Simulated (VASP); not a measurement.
# Ga2SeS3 (P3m1) in VASP: a series of runs, part 2 of 2

VASP 6.6.1. The steps go on from the part before.

### Step 4. Relaxation of cell and atoms, PBE

INCAR

```
SYSTEM = Ga2SeS3
PREC = Accurate ; ENCUT = 600
EDIFF = 1E-7 ; ISMEAR = 0
SIGMA = 0.1 ; LREAL = .FALSE.
LASPH = .TRUE. ; NELM = 60
ALGO = Normal ; ISIF = 3
LWAVE = .FALSE. ; LCHARG = .FALSE.
GGA = PE ; IBRION = 2
NSW = 100 ; EDIFFG = -0.01
```

KPOINTS

```
regular mesh
0
G
  12 12 2
  0 0 0
```

POSCAR

```
Ga2SeS3
1.0
    3.6011187453      0.0000000000      0.0000000000
   -1.8005593726      3.1186603155      0.0000000000
    0.0000000000      0.0000000000     14.7697833332
Ga Se S
2 1 3
Direct
    0.3333333333      0.6666666667      0.1167573816
    0.3333333333      0.6666666667      0.2838420194
    0.0000000000      0.0000000000      0.6339941923
    0.0000000000      0.0000000000      0.7722216017
    0.6666666667      0.3333333333      0.0429699264
    0.6666666667      0.3333333333      0.3582148786
```

Potentials or basis: VASP PAW PBE potentials, release 64 (Ga_d, Se, S).

Launch:

```console
$ cat potpaw_PBE.64/Ga_d/POTCAR potpaw_PBE.64/Se/POTCAR potpaw_PBE.64/S/POTCAR > POTCAR
$ mpirun -np 1 vasp_std > vasp.out
```

OUTCAR:

```text
SYSTEM = Ga2SeS3
   PREC = Accurate
   ENCUT = 600
   EDIFF = 1E-7
   ISMEAR = 0
   LREAL = .FALSE.
   LASPH = .TRUE.
   NELM = 60
   ISIF = 3
   GGA = PE
   IBRION = 2
   NSW = 100
   EDIFFG = -0.01

 ion  position               nearest neighbor table
   1  0.333  0.667  0.117-   5 2.35   5 2.35   5 2.35   2 2.47
   2  0.333  0.667  0.284-   6 2.35   6 2.35   6 2.35   1 2.47
   3  0.000  0.000  0.634-   4 2.04
   4  0.000  0.000  0.772-   3 2.04
   5  0.667  0.333  0.043-   1 2.35   1 2.35   1 2.35
   6  0.667  0.333  0.358-   2 2.35   2 2.35   2 2.35

  LATTYP: Found a hexagonal cell.
 ALAT       =     3.6011187453
 C/A-ratio  =     4.1014430175

  Lattice vectors:

 A1 = (   3.6011187453,   0.0000000000,   0.0000000000)
 A2 = (  -1.8005593726,   3.1186603155,   0.0000000000)
 A3 = (   0.0000000000,   0.0000000000,  14.7697833332)

Analysis of symmetry for initial positions (statically):
=====================================================================
 Subroutine PRICEL returns:
 Original cell was already a primitive cell.

 Routine SETGRP: Setting up the symmetry group for a
 hexagonal supercell.

 Subroutine GETGRP returns: Found  6 space group operations
 (whereof  6 operations were pure point group operations)
 out of a pool of 24 trial point group operations.

The static configuration has the point symmetry C_3v.

Analysis of symmetry for dynamics (positions and initial velocities):
=====================================================================
 Subroutine PRICEL returns:
 Original cell was already a primitive cell.

 Routine SETGRP: Setting up the symmetry group for a
 hexagonal supercell.

 Subroutine GETGRP returns: Found  6 space group operations
 (whereof  6 operations were pure point group operations)
[... 134 lines left out ...]
   LORBIT       =      0    0 simple, 1 ext, 2 COOP (PROOUT), +10 PAW based schemes
   GGA     = PE    functional components
   LHFCALC =     F    Hartree Fock is set to
   AEXX    =    0.0000 exact exchange contribution
   IVDW    =     0    specifies the selected vdW correction
   LEPSILON=     F    determine dielectric tensor
   LRPA    =     F    only Hartree local field effects (RPA)
 conjugate gradient relaxation of ions
 non-spin polarized calculation
 Gauss-broadening in eV      SIGMA  =   0.10
  energy-cutoff  :      600.00
  volume of cell :      165.87
 maximum number of plane-waves:      5565
 NGX is ok and might be reduce to    30
   NGX = 15   NGY = 15   NGZ = 59

--------------------------------------- Ionic step        1  -------------------------------------------

 number of electron      49.9999984 magnetization

 Free energy of the ion-electron system (eV)
  ---------------------------------------------------
  ext. energy  EPLUGINS =         0.00000000
  ---------------------------------------------------
  free energy    TOTEN  =       -23.71963838 eV

  energy without entropy =      -23.71144221  energy(sigma->0) =      -23.71554029

------------------------ aborting loop because EDIFF is reached ----------------------------------------

  FORCE on cell =-STRESS in cart. coord.  units (eV):
  Direction    XX          YY          ZZ          XY          YZ          ZX
  --------------------------------------------------------------------------------------
  -------------------------------------------------------------------------------------
  Total       -0.7851393     -0.7851393      0.1555990     -0.0000000      0.0000000     -0.0000000
  in kB       -7.5836389     -7.5836389      1.5029266     -0.0000000      0.0000000     -0.0000000
  external PRESSURE =      -4.5547837 kB  Pullay stress =       0.0000000 kB
[... 307 lines left out ...]
--------------------------------------- Ionic step        9  -------------------------------------------

 number of electron      50.0000000 magnetization

 Free energy of the ion-electron system (eV)
  ---------------------------------------------------
  ext. energy  EPLUGINS =         0.00000000
  ---------------------------------------------------
  free energy    TOTEN  =       -23.72775178 eV

  energy without entropy =      -23.71958923  energy(sigma->0) =      -23.72367051

 E-fermi :   2.6262     XC(G=0):  -8.2939

 val. band max:        2.5967293052   @ k =   0.1667   0.0833   0.5000
 cond. band min:       2.6492027300   @ k =   0.4167   0.1667   0.0000
 fundamental gap:      0.0524734248
 Fermi energy:         2.6261904566

 k-point     1 :       0.0000    0.0000    0.0000
  band No.  band energies     occupation
      1     -13.1502      2.00000
      2     -13.0355      2.00000
      3     -13.0355      2.00000
      4     -12.9818      2.00000
      5     -12.9818      2.00000
      6     -12.9660      2.00000
[... 781 lines left out ...]
     29       5.9561      0.00000
     30       6.1914      0.00000

 [... further k-points ...]

------------------------ aborting loop because EDIFF is reached ----------------------------------------

  FORCE on cell =-STRESS in cart. coord.  units (eV):
  Direction    XX          YY          ZZ          XY          YZ          ZX
  --------------------------------------------------------------------------------------
  -------------------------------------------------------------------------------------
  Total        0.0015169      0.0015169     -0.0067806      0.0000000     -0.0000000      0.0000000
  in kB        0.0148765      0.0148765     -0.0664983      0.0000000     -0.0000000      0.0000000
  external PRESSURE =      -0.0122484 kB  Pullay stress =       0.0000000 kB
[... 21 lines left out ...]
  FREE ENERGIE OF THE ION-ELECTRON SYSTEM (eV)
  ---------------------------------------------------
  free  energy   TOTEN  =       -23.7277517842 eV

  energy  without entropy=      -23.7195892301  energy(sigma->0) =      -23.72367051

 reached required accuracy - stopping structural energy minimisation
```

Run time: 54 min. Hardware: 1 thread of Intel Xeon 8259CL, shared host; peak memory 0.49 GiB.

What came out:

```yaml
Free_energy: -23.7278 eV
Relaxed_volume: 27.23 Å³/atom
Relaxed_cell: a = 3.567 Å, b = 3.567 Å, c = 14.827 Å, α = 90.00°, β = 90.00°, γ = 120.00°
Space_group_after_relaxing_to_0.1_Å: P3m1 (No. 156)
Energy_gained_by_relaxing: 1.4 meV/atom
Ionic_steps: 9
Pressure_after_relaxing: 0.0 GPa
Largest_force_after_relaxing: 0.004 eV/Å
Band_gap_on_the_k_mesh: zero (bands 25 and 26 overlap by 2.18 eV)
```

Forces in eV/Å, atoms in the order of the input:
```
Ga   0.000  0.000 -0.002
Ga   0.000  0.000  0.002
Se   0.000  0.000 -0.001
S    0.000  0.000  0.000
S    0.000  0.000 -0.003
S    0.000  0.000  0.004
```

The path:
| step | energy change (eV) | largest force (eV/Å) | pressure (GPa) | volume (Å³) |
| --- | --- | --- | --- | --- |
| 1 | 0.0000 | 0.0319 | -0.46 | 165.87 |
| 2 | -0.0060 | 0.1180 | -0.09 | 163.99 |
| 3 | -0.0061 | 0.1425 | -0.03 | 163.68 |
| 4 | -0.0069 | 0.1845 | 0.28 | 162.80 |
| 5 | -0.0074 | 0.0709 | 0.15 | 163.13 |
| 6 | -0.0077 | 0.0749 | -0.07 | 163.32 |
| 7 | -0.0080 | 0.0338 | 0.02 | 163.25 |
| 8 | -0.0081 | 0.0132 | 0.01 | 163.32 |
| 9 | -0.0081 | 0.0039 | 0.00 | 163.37 |

Final structure:
```
Ga Se S
1.0
     3.56686    0.00000    0.00000
    -1.78343    3.08900    0.00000
     0.00000    0.00000   14.82730
Ga Se S
2 1 3
Direct
  0.33333 0.66667 0.11706
  0.33333 0.66667 0.28356
  0.00000 0.00000 0.63424
  0.00000 0.00000 0.77196
  0.66667 0.33333 0.04227
  0.66667 0.33333 0.35891
```

Levels at points of the mesh, in eV from the Fermi level:
```
           k point  band 21  band 22  band 23  band 24  band 25  band 26  band 27  band 28  band 29  band 30
(0.00, 0.00, 0.00)    -2.19    -1.70    -1.58    -1.58     1.08     1.47     1.47     2.26     2.71     3.98
(0.50, 0.00, 0.00)    -3.45    -3.39    -2.77    -2.33    -1.78     0.72     1.00     1.20     3.00     3.27
(0.00, 0.00, 0.50)    -2.19    -1.76    -1.58    -1.58     1.19     1.47     1.47     2.23     2.67     3.98
(0.50, 0.00, 0.50)    -3.44    -3.39    -2.79    -2.33    -1.79     0.72     1.01     1.23     3.02     3.23
```

Caveat: this functional lacks dispersion, which binds layers or chains, so the pressure and a relaxed spacing across them are unreliable.

### Step 5. Summary

| task | cell | k mesh | cutoff (eV) | smearing | gap on the mesh (eV) | pressure (GPa) | largest force (eV/Å) |
| --- | --- | --- | --- | --- | --- | --- | --- |
| single point | a = 3.601, b = 3.601, c = 14.770 Å, angles 90.0, 90.0, 120.0°, 6 atoms, atomic positions A | 4 × 4 × 1 | 520 | gaussian 0.15 eV | none | 0.0 | 0.03 |
| single point | a = 3.569, b = 3.569, c = 14.770 Å, angles 90.0, 90.0, 120.0°, 6 atoms, atomic positions B | 12 × 12 × 2 | 520 | gaussian 0.1 eV | none | 0.0 | 0.03 |
| relaxation of cell and atoms | relaxed from a = 3.601, b = 3.601, c = 14.770 Å, angles 90.0, 90.0, 120.0°, 6 atoms, atomic positions A | 12 × 12 × 2 | 600 | gaussian 0.1 eV | none | 0.0 | - |

Alike in all rows: level PBE; potentials or basis VASP PAW PBE potentials, release 64 (Ga_d, Se, S); no spin polarisation.

Caveats: some runs use coarse meshes; this functional lacks dispersion, which binds layers or chains, so the pressure and a relaxed spacing across them are unreliable.

Absolute energies hang on the potentials; compare differences alone.

The gap in the log of VASP goes by the Fermi energy; the results here count the filled bands.